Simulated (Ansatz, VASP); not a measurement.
**One calculation of TiAl, two programs**

```
Ti Al
1.0
     2.63423    0.00000    0.00000
    -1.31712    2.28131    0.00000
     0.00000    0.00000    4.61994
Ti Al
1 1
Direct
  0.00000 0.00000 0.00000
  0.33333 0.66667 0.50000
```

Change from the starting cell: strain -0.0750 x Voigt [1, 1, 0, 0, 0, 0], atoms carried along.

Alike in both runs: task single point; functional PBEsol; k mesh 24 × 24 × 14; occupations gaussian, width 0.15 eV; no spin polarisation.

```csv
,VASP,Ansatz
version,VASP 6.6.1,Ansatz 0.2.0
potentials or method,"VASP PAW PBE potentials, release 64 (Ti_sv, Al), cutoff 500 eV","scalar-relativistic, plane waves, PAW"
valence electrons in the cell,15,15
```

```csv
,VASP,Ansatz,Ansatz less VASP
gap on the k mesh at the Fermi level (eV),none,none,-
pressure (GPa),22.2,22.3,+0.06
"traceless stress, the component that is largest in VASP (GPa)",-10.70,-10.80,-0.093
```

VASP's potentials were made for PBE, not for PBEsol. A gap of «none» marks a metal or a gap that the smearing closes. The functional is the same, so the differences come from potentials, cutoffs and numerics.
